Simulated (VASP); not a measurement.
# Rb (Fd-3m) in VASP: further runs, part 2 of 2

VASP 6.6.1.

## 3. Single point, BLYP (154.66 Å³/atom)

This run uses another cell than the first one, of 154.66 Å³/atom.

The input, INCAR:

```
SYSTEM = Rb
AGGAC = 1.0
AGGAX = 1.0
ALDAC = 0.0
ALDAX = 1.0
ALGO = Normal
EDIFF = 1E-7
ENCUT = 520
GGA = B5
ISIF = 2
ISMEAR = -1
LASPH = .True.
LCHARG = .False.
LREAL = .False.
LWAVE = .False.
NBANDS = 16
NELM = 60
PREC = Accurate
SIGMA = 0.1
```

The input, KPOINTS:

```
k-points
0
Gamma
  6 6 6
  0 0 0
```

The input, POSCAR:

```
Rb
1.0
    0.0000000000      5.3677387162      5.3677387162
    5.3677387162      0.0000000000      5.3677387162
    5.3677387162      5.3677387162      0.0000000000
Rb
2
Direct
    0.1250000000      0.1250000000      0.1250000000
    0.8750000000      0.8750000000      0.8750000000
```

Potentials or basis: VASP PAW PBE potentials, release 64 (Rb_sv).

Started as:

```console
$ cat potpaw_PBE.64/Rb_sv/POTCAR > POTCAR
$ mpirun -np 1 vasp_std > vasp.out
```

OUTCAR:

```text
SYSTEM = Rb
   EDIFF = 1E-7
   ENCUT = 520
   GGA = B5
   ISIF = 2
   ISMEAR = -1
   LASPH = .True.
   LREAL = .False.
   NELM = 60
   PREC = Accurate

 ion  position               nearest neighbor table
   1  0.125  0.125  0.125-   2 4.65   2 4.65   2 4.65   2 4.65
   2  0.875  0.875  0.875-   1 4.65   1 4.65   1 4.65   1 4.65

  LATTYP: Found a face centered cubic cell.
 ALAT       =    10.7354774324

  Lattice vectors:

 A1 = (   0.0000000000,   5.3677387162,   5.3677387162)
 A2 = (   5.3677387162,   0.0000000000,   5.3677387162)
 A3 = (   5.3677387162,   5.3677387162,   0.0000000000)

Analysis of symmetry for initial positions (statically):
=====================================================================
 Subroutine PRICEL returns:
 Original cell was already a primitive cell.

 Routine SETGRP: Setting up the symmetry group for a
 face centered cubic supercell.

 Subroutine GETGRP returns: Found 48 space group operations
 (whereof 12 operations were pure point group operations)
 out of a pool of 48 trial point group operations.

The static configuration has the point symmetry D_3d.
 The point group associated with its full space group is O_h .

Analysis of symmetry for dynamics (positions and initial velocities):
=====================================================================
 Subroutine PRICEL returns:
 Original cell was already a primitive cell.

 Routine SETGRP: Setting up the symmetry group for a
 face centered cubic supercell.

 Subroutine GETGRP returns: Found 48 space group operations
 (whereof 12 operations were pure point group operations)
 out of a pool of 48 trial point group operations.

The dynamic configuration has the point symmetry D_3d.
 The point group associated with its full space group is O_h .

 Subroutine INISYM returns: Found 48 space group operations
 (whereof 12 operations are pure point group operations),
 and found     1 'primitive' translations

[... 100 lines left out ...]
   ISMEAR =    -1;   SIGMA  =   0.10  broadening in eV -4-tet -1-fermi 0-gaus
   EFERMI_NEDOS =   21; number of points for ismear=-14 and -15
   IALGO  =     38    algorithm
   IMIX   =      4    mixing-type and parameters
     AMIX     =   0.40;   BMIX     =  1.00
     AMIX_MAG =   1.60;   BMIX_MAG =  1.00
  volume/ion in A,a.u.               =     154.66      1043.69
  Fermi-wavevector in a.u.,A,eV,Ry     =   0.634402  1.198845  5.475875  0.402465
  Thomas-Fermi vector in A             =   1.698385
   LORBIT       =      0    0 simple, 1 ext, 2 COOP (PROOUT), +10 PAW based schemes
   GGA     = B5    functional components
   LHFCALC =     F    Hartree Fock is set to
   AEXX    =    0.0000 exact exchange contribution
   IVDW    =     0    specifies the selected vdW correction
   LEPSILON=     F    determine dielectric tensor
   LRPA    =     F    only Hartree local field effects (RPA)
 non-spin polarized calculation
  energy-cutoff  :      520.00
  volume of cell :      309.32
 maximum number of plane-waves:      8363
   NGX = 29   NGY = 29   NGZ = 29

 number of electron      18.0000000 magnetization

 Free energy of the ion-electron system (eV)
  ---------------------------------------------------
  ext. energy  EPLUGINS =         0.00000000
  ---------------------------------------------------
  free energy    TOTEN  =        -0.99982815 eV

  energy without entropy =       -0.95516232  energy(sigma->0) =       -0.97749523

 E-fermi :  -0.4902     XC(G=0):  -3.6656

 val. band max:       -0.5037063417   @ k =   0.5000   0.5000   0.0000
 cond. band min:      -0.4626698704   @ k =  -0.3333   0.5000   0.1667
 fundamental gap:      0.0410364713
 Fermi energy:        -0.4901997062

 k-point     1 :       0.0000    0.0000    0.0000
  band No.  band energies     occupation
      1     -29.7311      2.00000
      2     -29.7229      2.00000
      3     -13.8907      2.00000
      4     -13.8907      2.00000
      5     -13.8907      2.00000
      6     -13.8317      2.00000
[... 281 lines left out ...]
      3     -13.9024      2.00000
      4     -13.9024      2.00000
      5     -13.8618      2.00000
      6     -13.8618      2.00000
[... 8 lines left out ...]
     15       2.0840      0.00000
     16       2.0840      0.00000

------------------------ aborting loop because EDIFF is reached ----------------------------------------

  FORCE on cell =-STRESS in cart. coord.  units (eV):
  Direction    XX          YY          ZZ          XY          YZ          ZX
  --------------------------------------------------------------------------------------
  -------------------------------------------------------------------------------------
  Total        0.1429934      0.1429934      0.1429934      0.0000000     -0.0000000      0.0000000
  in kB        0.7406663      0.7406663      0.7406663      0.0000000     -0.0000000      0.0000000
  external PRESSURE =       0.7406663 kB  Pullay stress =       0.0000000 kB

 VOLUME and BASIS-vectors are now :
 -----------------------------------------------------------------------------
  energy-cutoff  :      520.00
  volume of cell :      309.32
      direct lattice vectors                 reciprocal lattice vectors
     0.000000000  5.367738716  5.367738716    -0.093149094  0.093149094  0.093149094
     5.367738716  0.000000000  5.367738716     0.093149094 -0.093149094  0.093149094
     5.367738716  5.367738716  0.000000000     0.093149094  0.093149094 -0.093149094

 POSITION                                       TOTAL-FORCE (eV/Angst)
 -----------------------------------------------------------------------------------
      1.34193      1.34193      1.34193        -0.000000     -0.000000     -0.000000
      9.39354      9.39354      9.39354         0.000000      0.000000      0.000000
 -----------------------------------------------------------------------------------
    total drift:                                0.000000      0.000000     -0.000000

  FREE ENERGIE OF THE ION-ELECTRON SYSTEM (eV)
  ---------------------------------------------------
  free  energy   TOTEN  =        -0.9998281466 eV

  energy  without entropy=       -0.9551623160  energy(sigma->0) =       -0.97749523
```

stdout:

```text
POSCAR found type information on POSCAR Rb
 POSCAR found :  1 types and       2 ions
 scaLAPACK will be used
 -----------------------------------------------------------------------------
|                                                                             |
|                                                                             |
|     You enforced a specific xc type in the INCAR file but a different       |
|     I HOPE YOU KNOW WHAT YOU ARE DOING!                                     |
|                                                                             |
 -----------------------------------------------------------------------------

 LDA part: xc-table for (Slater(with rela. corr.)+VWN5), standard interpolation
 POSCAR, INCAR and KPOINTS ok, starting setup
 FFT: planning ... GRIDC
 FFT: planning ... GRID_SOFT
 FFT: planning ... GRID
 WAVECAR not read
 entering main loop
```

Wall time 69 s (1 thread of Intel Xeon 6975P-C (Granite Rapids), shared host); peak memory 0.43 GiB.

What came out:

```yaml
Free_energy: -0.9998 eV
Pressure: 0.1 GPa
Band_gap_on_the_k_mesh: zero (bands 9 and 10 overlap by 0.04 eV)
```

Levels at points of the mesh, in eV from the Fermi level:
```tsv
k point	band 5	band 6	band 7	band 8	band 9	band 10	band 11	band 12	band 13	band 14
(0.00, 0.00, 0.00)	-13.40	-13.34	-13.34	-13.34	-1.35	1.97	1.97	1.97	2.19	2.19
(0.50, 0.00, 0.00)	-13.40	-13.35	-13.34	-13.34	-0.62	0.21	1.84	1.85	1.85	2.07
(0.50, 0.50, 0.00)	-13.37	-13.37	-13.33	-13.33	-0.01	-0.01	1.30	1.30	1.61	1.61
```

Caveat: the PAW data sets were made with another functional, which shifts forces and pressure a little.

## 4. Single point, BLYP (161.38 Å³/atom)

This run uses another cell than the first one, of 161.38 Å³/atom.

The input, INCAR:

```
SYSTEM = Rb
PREC     = Accurate       ! precision mode
ENCUT    = 520            ! plane-wave cutoff, eV
EDIFF    = 1E-7           ! SCF threshold, eV
ISMEAR   = -1             ! smearing method
SIGMA    = 0.1            ! smearing width, eV
LREAL    = .False.        ! projectors in reciprocal space
LASPH    = .True.         ! aspherical terms in the spheres
NELM     = 80             ! most SCF steps
ALGO     = Normal         ! electronic algorithm
ISIF     = 2              ! what is computed and relaxed
LWAVE    = .False.        ! write WAVECAR
LCHARG   = .True.         ! write CHGCAR
GGA      = B5             ! functional
ALDAX    = 1.0          
AGGAX    = 1.0          
AGGAC    = 1.0          
ALDAC    = 0.0          
LELF     = .True.         ! ELF
LVHAR    = .True.       
NBANDS   = 16             ! bands
```

The input, KPOINTS:

```
Automatic mesh
0
Gamma
  6 6 6
  0 0 0
```

The input, POSCAR:

```
Rb
1.0
    0.0000000000      5.4444310594      5.4444310594
    5.4444310594      0.0000000000      5.4444310594
    5.4444310594      5.4444310594      0.0000000000
Rb
2
Direct
    0.1250000000      0.1250000000      0.1250000000
    0.8750000000      0.8750000000      0.8750000000
```

Started as:

```console
$ cat potpaw_PBE.64/Rb_sv/POTCAR > POTCAR
$ mpirun -np 1 vasp_std > vasp.out
```

Wall time 81 s (1 thread of Intel Xeon 6975P-C (Granite Rapids), shared host); peak memory 0.49 GiB.

It converged, with:

```
Free energy            : -1.0046 eV
Pressure               : 0.0 GPa
Band gap on the k mesh : zero (bands 9 and 10 overlap by 0.04 eV)
```

Levels at points of the mesh, in eV from the Fermi level:
```tsv
k point	band 7	band 8	band 9	band 10	band 11	band 12
(0.00, 0.00, 0.00)	-13.34	-13.34	-1.30	1.95	1.95	1.95
(0.50, 0.00, 0.00)	-13.33	-13.33	-0.60	0.23	1.82	1.87
(0.50, 0.50, 0.00)	-13.33	-13.33	-0.01	-0.01	1.33	1.33
```

Caveat: the PAW data sets were made with another functional, which shifts forces and pressure a little.

## 5. Single point, BLYP

This run uses another cell than the first one, of 168.11 Å³/atom.

INCAR, as its differences from that of step 4:

```diff
@@ -12,3 +12,3 @@
 LWAVE    = .False.        ! write WAVECAR
-LCHARG   = .True.         ! write CHGCAR
+LCHARG   = .False.        ! write CHGCAR
 GGA      = B5             ! functional
@@ -18,4 +18,2 @@
 ALDAC    = 0.0          
-LELF     = .True.         ! ELF
-LVHAR    = .True.       
 NBANDS   = 16             ! bands
```

KPOINTS is that of step 4.

The input, POSCAR:

```
Rb
1.0
    0.0000000000      5.5190215757      5.5190215757
    5.5190215757      0.0000000000      5.5190215757
    5.5190215757      5.5190215757      0.0000000000
Rb
2
Direct
    0.1250000000      0.1250000000      0.1250000000
    0.8750000000      0.8750000000      0.8750000000
```

Started as:

```console
$ cat potpaw_PBE.64/Rb_sv/POTCAR > POTCAR
$ mpirun -np 1 vasp_std > vasp.out
```

It took 79 s on 1 thread of Intel Xeon 6975P-C (Granite Rapids), shared host; peak memory 0.48 GiB.

The run converged. Its results:

```yaml
Free_energy: -1.0063 eV
Pressure: 0.0 GPa
Band_gap_on_the_k_mesh: zero (bands 9 and 10 overlap by 0.03 eV)
```

Levels at points of the mesh, in eV from the Fermi level:
```
           k point  band 6  band 7  band 8  band 9  band 10  band 11  band 12  band 13
(0.00, 0.00, 0.00)  -13.34  -13.34  -13.34   -1.25     1.94     1.94     1.94     2.21
(0.50, 0.00, 0.00)  -13.34  -13.33  -13.33   -0.58     0.25     1.81     1.88     1.88
(0.50, 0.50, 0.00)  -13.36  -13.33  -13.33   -0.01    -0.01     1.35     1.35     1.56
```

Caveat: the PAW data sets were made with another functional, which shifts forces and pressure a little.

## 6. Single point, BLYP (168.11 Å³/atom)

This run uses another cell than the first one, of 168.11 Å³/atom.

The input, INCAR:

```
PREC     = Accurate       # precision mode
ENCUT    = 520            # plane-wave cutoff, eV
EDIFF    = 1E-6           # SCF threshold, eV
ISMEAR   = -1             # smearing method
SIGMA    = 0.1            # smearing width, eV
LREAL    = False          # projectors in reciprocal space
LASPH    = True           # aspherical terms in the spheres
NELM     = 60             # most SCF steps
ALGO     = Normal         # electronic algorithm
ISIF     = 2              # what is computed and relaxed
LWAVE    = False          # write WAVECAR
LCHARG   = False          # write CHGCAR
GGA      = B5             # functional
ALDAX    = 1.0          
AGGAX    = 1.0          
AGGAC    = 1.0          
ALDAC    = 0.0          
NBANDS   = 16             # bands
```

The input, KPOINTS:

```
Automatic mesh
0
Gamma
  6 6 6
```

POSCAR is that of step 5.

Potentials or basis: VASP PAW PBE potentials, release 64 (Rb_sv).

Started as:

```console
$ cat potpaw_PBE.64/Rb_sv/POTCAR > POTCAR
$ mpirun -np 1 vasp_std > vasp.out
```

It took 68 s on 1 thread of Intel Xeon 6975P-C (Granite Rapids), shared host; peak memory 0.5 GiB.

It converged, with:

- Free energy: -1.0063 eV
- Pressure: 0.0 GPa
- Band gap on the k mesh: zero (bands 9 and 10 overlap by 0.03 eV)

Levels at points of the mesh, in eV from the Fermi level:
```tsv
k point	band 5	band 6	band 7	band 8	band 9	band 10	band 11	band 12	band 13	band 14
(0.00, 0.00, 0.00)	-13.38	-13.34	-13.34	-13.34	-1.25	1.94	1.94	1.94	2.21	2.22
(0.50, 0.00, 0.00)	-13.38	-13.34	-13.33	-13.33	-0.58	0.25	1.81	1.88	1.88	1.98
(0.50, 0.50, 0.00)	-13.36	-13.36	-13.33	-13.33	-0.01	-0.01	1.35	1.35	1.56	1.56
```

Caveat: the PAW data sets were made with another functional, which shifts forces and pressure a little.

## 7. The runs side by side

| cell | gap on the mesh (eV) | pressure (GPa) |
| --- | --- | --- |
| a = 7.479 Å, angles 60.0°, 2 atoms | none | 0.1 |
| a = 7.591 Å, angles 60.0°, 2 atoms | none | 0.1 |
| a = 7.700 Å, angles 60.0°, 2 atoms | none | 0.0 |
| a = 7.805 Å, angles 60.0°, 2 atoms | none | 0.0 |

Alike in all rows: task single point; level BLYP; potentials or basis VASP PAW PBE potentials, release 64 (Rb_sv); no spin polarisation; k mesh 6 × 6 × 6; cutoff (eV) 520; smearing fermi-dirac 0.1 eV.

Caveats: the PAW data sets were made with another functional, which shifts forces and pressure a little.

Total energies depend on the potentials used, so only differences within one code and one set of settings carry meaning.
